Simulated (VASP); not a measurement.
# Ga (Cmcm) in VASP: single point with r2SCAN

Aim: the single point of Ga with r2SCAN.

Everything below comes from runs of VASP 6.6.1. Logs are shortened: lines on timing, memory, paths and dates and some standing lists are left out, and cuts for length are marked.

## (1) The cell of the first run

It takes space group Cmcm (No. 63, orthorhombic). Conventional cell: a = 2.943 Å, b = 8.252 Å, c = 3.170 Å, α = 90.00°, β = 90.00°, γ = 90.00°. Within 3.6 Å of Ga (site symmetry m2m) lie 10 Ga at 2.71 to 3.17 Å.

## (2) Single point, r2SCAN (strain +0.0150 x Voigt [1, 1, 0, 0, 0, 0])

POSCAR reads:

```
Ga
1.0
    1.4717500000     -4.1259750000      0.0000000000
    1.4717500000      4.1259750000      0.0000000000
    0.0000000000      0.0000000000      3.1700000000
Ga
2
Direct
    0.8670000000      0.1330000000      0.2500000000
    0.1330000000      0.8670000000      0.7500000000
```

INCAR.step1 reads:

```
PREC = Accurate
ENCUT = 520
ISMEAR = 0
SIGMA = 0.15
LREAL = F
LASPH = T
NELM = 60
NBANDS = 20
GGA = PE
ALGO = Normal
EDIFF = 1E-4
LWAVE = T
LCHARG = F
```

INCAR.step2 reads:

```
PREC = Accurate
ENCUT = 520
EDIFF = 1E-7
ISMEAR = 0
SIGMA = 0.15
LREAL = F
LASPH = T
NELM = 60
ALGO = Normal
ISIF = 2
LWAVE = F
LCHARG = T
METAGGA = R2SCAN
LMIXTAU = T
LELF = T
LVHAR = T
NBANDS = 20
ISTART = 1
```

KPOINTS reads:

```
regular mesh
0
Gamma
  18 18 16
```

Potentials or basis: VASP PAW PBE potentials, release 64 (Ga_d).

Launch:

```sh
> cat potpaw_PBE.64/Ga_d/POTCAR > POTCAR
> cp INCAR.step1 INCAR
> mpirun -np 1 vasp_std > vasp.out
> cp INCAR.step2 INCAR
> mpirun -np 1 vasp_std > vasp.out
```

OUTCAR:

```text
PREC = Accurate
   ENCUT = 520
   EDIFF = 1E-7
   ISMEAR = 0
   LREAL = F
   LASPH = T
   NELM = 60
   ISIF = 2
   METAGGA = R2SCAN
   ISTART = 1

 ion  position               nearest neighbor table
   1  0.867  0.133  0.250-   2 2.71   2 2.71   2 2.90   2 2.90   2 2.90   2 2.90
   2  0.133  0.867  0.750-   1 2.71   1 2.71   1 2.90   1 2.90   1 2.90   1 2.90

  LATTYP: Found a base centered orthorhombic cell.
 ALAT       =     2.9435000000
 B/A-ratio  =     2.8034482759
 C/A-ratio  =     1.0769492101

  Lattice vectors:

 A1 = (   1.4717500000,  -4.1259750000,   0.0000000000)
 A2 = (   1.4717500000,   4.1259750000,   0.0000000000)
 A3 = (   0.0000000000,   0.0000000000,   3.1700000000)

Analysis of symmetry for initial positions (statically):
=====================================================================
 Subroutine PRICEL returns:
 Original cell was already a primitive cell.

 Routine SETGRP: Setting up the symmetry group for a
 base centered orthorhombic supercell.

 Subroutine GETGRP returns: Found  8 space group operations
 (whereof  4 operations were pure point group operations)
 out of a pool of  8 trial point group operations.

The static configuration has the point symmetry C_2h.
 The point group associated with its full space group is D_2h.

Analysis of symmetry for dynamics (positions and initial velocities):
=====================================================================
 Subroutine PRICEL returns:
 Original cell was already a primitive cell.

 Routine SETGRP: Setting up the symmetry group for a
 base centered orthorhombic supercell.

 Subroutine GETGRP returns: Found  8 space group operations
 (whereof  4 operations were pure point group operations)
 out of a pool of  8 trial point group operations.

The dynamic configuration has the point symmetry C_2h.
 The point group associated with its full space group is D_2h.

 Subroutine INISYM returns: Found  8 space group operations
 (whereof  4 operations are pure point group operations),
 and found     1 'primitive' translations

----------------------------------------------------------------------------------------

                                     Primitive cell

  volume of cell :      38.4990

  direct lattice vectors                    reciprocal lattice vectors
     1.471750000 -4.125975000  0.000000000     0.339731612 -0.121183478  0.000000000
     1.471750000  4.125975000  0.000000000     0.339731612  0.121183478  0.000000000
     0.000000000  0.000000000  3.170000000     0.000000000  0.000000000  0.315457413

  length of vectors
     4.380607009  4.380607009  3.170000000     0.360697939  0.360697939  0.315457413

  position of ions in fractional coordinates (direct lattice)
     0.867000000  0.133000000  0.250000000
     0.133000000  0.867000000  0.750000000

  ion indices of the primitive-cell ions
   primitive index   ion index
                 1           1
                 2           2

----------------------------------------------------------------------------------------

 KPOINTS: regular mesh

Automatic generation of k-mesh.
 Grid dimensions read from file:
 generate k-points for:   18   18   16

 Generating k-lattice:

  Cartesian coordinates                     Fractional coordinates (reciprocal lattice)
     0.018873978 -0.006732415  0.000000000     0.055555556 -0.000000000  0.000000000
     0.018873978  0.006732415  0.000000000    -0.000000000  0.055555556  0.000000000
     0.000000000  0.000000000  0.019716088     0.000000000  0.000000000  0.062500000

  Length of vectors
     0.020038774  0.020038774  0.019716088

  Shift w.r.t. Gamma in fractional coordinates (k-lattice)
     0.000000000  0.000000000  0.000000000

 Subroutine IBZKPT returns following result:
 ===========================================

 Found    819 irreducible k-points:

 Following reciprocal coordinates:
            Coordinates               Weight
  0.000000  0.000000  0.000000      1.000000
  0.055556  0.000000  0.000000      4.000000
  0.111111  0.000000  0.000000      4.000000
  0.166667  0.000000  0.000000      4.000000
  0.222222  0.000000  0.000000      4.000000
  0.277778  0.000000  0.000000      4.000000
[... 16 lines left out ...]
 -0.277778  0.055556  0.000000      4.000000
 -0.222222  0.055556  0.000000      4.000000
 [... further k-points ...]
   k-points           NKPTS =    819   k-points in BZ     NKDIM =    819   number of bands    NBANDS=     20
   number of dos      NEDOS =    301   number of ions     NIONS =      2
   total plane-waves  NPLWV =  31104
   dimension x,y,z NGX =    36 NGY =   36 NGZ =   24
   dimension x,y,z NGXF=    72 NGYF=   72 NGZF=   48
   ions per type =               2
   NGX,Y,Z   is equivalent  to a cutoff of  13.66, 13.66, 12.59 a.u.
   NGXF,Y,Z  is equivalent  to a cutoff of  27.32, 27.32, 25.17 a.u.
 SYSTEM =  unknown system
   PREC   = accura    normal or accurate (medium, high low for compatibility)
   ISTART =      1    job   : 0-new  1-cont  2-samecut
   ICHARG =      0    charge: 1-file 2-atom 10-const
   ISPIN  =      1    spin polarized calculation?
   LNONCOLLINEAR =      F non collinear calculations
   LSORBIT =      F    spin-orbit coupling
   LASPH  =      T    aspherical Exc in radial PAW
   ENCUT  =  520.0 eV  38.22 Ry    6.18 a.u.   8.15  8.15  5.89*2*pi/ulx,y,z
   NELM   =     60;   NELMIN=  2; NELMDL=  0     # of ELM steps
   EDIFF  = 0.1E-06   stopping-criterion for ELM
   LREAL  =      F    real-space projection
   EDIFFG = 0.1E-05   stopping-criterion for IOM
   NSW    =      0    number of steps for IOM
   IBRION =     -1    ionic relax: 0-MD 1-quasi-New 2-CG
   NFREE  =      0    steps in history (QN), initial steepest desc. (CG)
   ISIF   =      2    stress and relaxation
   ISYM   =      2    0-nonsym 1-usesym 2-fastsym
   POTIM  = 0.5000    time-step for ionic-motion
   TEBEG  =    0.0;   TEEND  =   0.0 temperature during run
   PSTRESS=    0.0 pullay stress
   NELECT =      26.0000    total number of electrons
   NUPDOWN=      -1.0000    fix difference up-down
   EMIN   =  10.00;   EMAX   =-10.00  energy-range for DOS
   EFERMI =   0.00;   METHOD = LEGACY
   ISMEAR =     0;   SIGMA  =   0.15  broadening in eV -4-tet -1-fermi 0-gaus
   EFERMI_NEDOS =   21; number of points for ismear=-14 and -15
   IALGO  =     38    algorithm
   IMIX   =      4    mixing-type and parameters
     AMIX     =   0.40;   BMIX     =  1.00
     AMIX_MAG =   1.60;   BMIX_MAG =  1.00
  volume/ion in A,a.u.               =      19.25       129.90
  Fermi-wavevector in a.u.,A,eV,Ry     =   1.436314  2.714239 28.068780  2.062997
  Thomas-Fermi vector in A             =   2.555516
   LORBIT       =      0    0 simple, 1 ext, 2 COOP (PROOUT), +10 PAW based schemes
   METAGGA = R2SCAN    functional components
   LHFCALC =     F    Hartree Fock is set to
   AEXX    =    0.0000 exact exchange contribution
   IVDW    =     0    specifies the selected vdW correction
   LEPSILON=     F    determine dielectric tensor
   LRPA    =     F    only Hartree local field effects (RPA)
 non-spin polarized calculation
 Gauss-broadening in eV      SIGMA  =   0.15
  energy-cutoff  :      520.00
  volume of cell :       38.50
 maximum number of plane-waves:      1055
 NGX is ok and might be reduce to    36
   NGX = 17   NGY = 17   NGZ = 11

 number of electron      25.9999991 magnetization

 Free energy of the ion-electron system (eV)
  ---------------------------------------------------
  ext. energy  EPLUGINS =         0.00000000
  ---------------------------------------------------
  free energy    TOTEN  =       -22.67112955 eV

  energy without entropy =      -22.66249056  energy(sigma->0) =      -22.66681006

 E-fermi :   5.3082     XC(G=0): -11.9432

 val. band max:        5.3080767729   @ k =   0.2222   0.0556   0.1875
 cond. band min:       5.3099233802   @ k =   0.3333   0.0556   0.0625
 fundamental gap:      0.0018466073
 Fermi energy:         5.3081502919

 k-point     1 :       0.0000    0.0000    0.0000
  band No.  band energies     occupation
      1     -10.4206      2.00000
      2     -10.3874      2.00000
      3     -10.3258      2.00000
      4     -10.3067      2.00000
      5     -10.1283      2.00000
      6     -10.1138      2.00000
[... 12 lines left out ...]
     19      17.0814      0.00000
     20      17.3750      0.00000

 k-point     2 :       0.0556    0.0000    0.0000
  band No.  band energies     occupation
      1     -10.4175      2.00000
      2     -10.3856      2.00000
      3     -10.3249      2.00000
      4     -10.2950      2.00000
      5     -10.1317      2.00000
      6     -10.1174      2.00000
[... 12 lines left out ...]
     19      17.0502      0.00000
     20      18.2423      0.00000

 k-point     3 :       0.1111    0.0000    0.0000
  band No.  band energies     occupation
      1     -10.4087      2.00000
      2     -10.3802      2.00000
      3     -10.3175      2.00000
      4     -10.2674      2.00000
      5     -10.1416      2.00000
      6     -10.1277      2.00000
[... 12 lines left out ...]
     19      17.8468      0.00000
     20      19.4062      0.00000

 k-point     4 :       0.1667    0.0000    0.0000
  band No.  band energies     occupation
      1     -10.3955      2.00000
      2     -10.3720      2.00000
      3     -10.3034      2.00000
      4     -10.2339      2.00000
      5     -10.1533      2.00000
      6     -10.1440      2.00000
[... 12 lines left out ...]
     19      18.1475      0.00000
     20      21.0328      0.00000

 k-point     5 :       0.2222    0.0000    0.0000
  band No.  band energies     occupation
      1     -10.3795      2.00000
      2     -10.3622      2.00000
      3     -10.2866      2.00000
      4     -10.2194      2.00000
      5     -10.1646      2.00000
      6     -10.1447      2.00000
[... 12 lines left out ...]
     19      18.2531      0.00000
     20      21.7669      0.00000

 k-point     6 :       0.2778    0.0000    0.0000
  band No.  band energies     occupation
      1     -10.3631      2.00000
      2     -10.3520      2.00000
      3     -10.2728      2.00000
      4     -10.2332      2.00000
      5     -10.1873      2.00000
      6     -10.1139      2.00000
[... 12 lines left out ...]
     19      18.2616      0.00000
     20      20.4717      0.00000

 k-point     7 :       0.3333    0.0000    0.0000
  band No.  band energies     occupation
      1     -10.3496      2.00000
      2     -10.3428      2.00000
      3     -10.2678      2.00000
      4     -10.2476      2.00000
      5     -10.2095      2.00000
      6     -10.1150      2.00000
[... 12 lines left out ...]
     19      17.8491      0.00000
     20      19.3865      0.00000
[... 277 lines left out ...]
 k-point    20 :      -0.4444    0.0556    0.0000
  band No.  band energies     occupation
      1     -10.3417      2.00000
      2     -10.3268      2.00000
      3     -10.2694      2.00000
      4     -10.2535      2.00000
      5     -10.2343      2.00000
      6     -10.1313      2.00000
[... 12 lines left out ...]
     19      15.9936      0.00000
     20      18.6215      0.00000

 k-point    21 :      -0.3889    0.0556    0.0000
  band No.  band energies     occupation
      1     -10.3445      2.00000
      2     -10.3313      2.00000
      3     -10.2692      2.00000
      4     -10.2545      2.00000
      5     -10.2183      2.00000
      6     -10.1258      2.00000
[... 12 lines left out ...]
     19      17.0957      0.00000
     20      18.6198      0.00000

 k-point    22 :      -0.3333    0.0556    0.0000
  band No.  band energies     occupation
      1     -10.3552      2.00000
      2     -10.3395      2.00000
      3     -10.2810      2.00000
      4     -10.2410      2.00000
      5     -10.1973      2.00000
      6     -10.1228      2.00000
[... 12 lines left out ...]
     19      17.7198      0.00000
     20      19.5286      0.00000

 k-point    23 :      -0.2778    0.0556    0.0000
  band No.  band energies     occupation
      1     -10.3710      2.00000
      2     -10.3499      2.00000
      3     -10.2993      2.00000
      4     -10.2231      2.00000
      5     -10.1743      2.00000
      6     -10.1432      2.00000
[... 12 lines left out ...]
     19      17.7457      0.00000
     20      21.0106      0.00000

 k-point    24 :      -0.2222    0.0556    0.0000
  band No.  band energies     occupation
      1     -10.3880      2.00000
      2     -10.3610      2.00000
      3     -10.3187      2.00000
      4     -10.2212      2.00000
      5     -10.1661      2.00000
      6     -10.1525      2.00000
[... 12 lines left out ...]
     19      17.7005      0.00000
     20      20.6872      0.00000

 [... further k-points ...]

------------------------ aborting loop because EDIFF is reached ----------------------------------------

  FORCE on cell =-STRESS in cart. coord.  units (eV):
  Direction    XX          YY          ZZ          XY          YZ          ZX
  --------------------------------------------------------------------------------------
  -------------------------------------------------------------------------------------
  Total       -1.1409598     -0.6867729     -0.1719019      0.0000000     -0.0000000      0.0000000
  in kB      -47.4822214    -28.5807637     -7.1538756      0.0000000     -0.0000000      0.0000000
  external PRESSURE =     -27.7389536 kB  Pullay stress =       0.0000000 kB

 VOLUME and BASIS-vectors are now :
 -----------------------------------------------------------------------------
  energy-cutoff  :      520.00
  volume of cell :       38.50
      direct lattice vectors                 reciprocal lattice vectors
     1.471750000 -4.125975000  0.000000000     0.339731612 -0.121183478  0.000000000
     1.471750000  4.125975000  0.000000000     0.339731612  0.121183478  0.000000000
     0.000000000  0.000000000  3.170000000     0.000000000  0.000000000  0.315457413

 POSITION                                       TOTAL-FORCE (eV/Angst)
 -----------------------------------------------------------------------------------
      1.47175     -3.02847      0.79250         0.000000      0.225018      0.000000
      1.47175      3.02847      2.37750         0.000000     -0.225018     -0.000000
 -----------------------------------------------------------------------------------
    total drift:                                0.000000     -0.000000     -0.000000

  FREE ENERGIE OF THE ION-ELECTRON SYSTEM (eV)
  ---------------------------------------------------
  free  energy   TOTEN  =       -22.6711295535 eV

  energy  without entropy=      -22.6624905589  energy(sigma->0) =      -22.66681006
```

Wall time 19 min (1 thread of Intel Xeon Platinum 8488C (Sapphire Rapids), shared host); peak memory 0.58 GiB.

Results:

- Free energy: -22.6711 eV
- Pressure: -2.8 GPa
- Largest force: 0.225 eV/Å
- Band gap on the k mesh: zero (band 13 reaches 10.80 eV, above the bottom of band 14 at 0.99 eV)

Forces in eV/Å, atoms in the order of the input:
```
Ga   0.000  0.225  0.000
Ga   0.000 -0.225  0.000
```

Stress tensor (GPa, compression positive):
```
-4.75  0.00  0.00
 0.00 -2.86  0.00
 0.00  0.00 -0.72
```

Caveat: the cell differs from its parent crystal (strain +0.0150 x Voigt [1, 1, 0, 0, 0, 0]); the PAW data sets were made with another functional, which shifts forces and pressure a little.
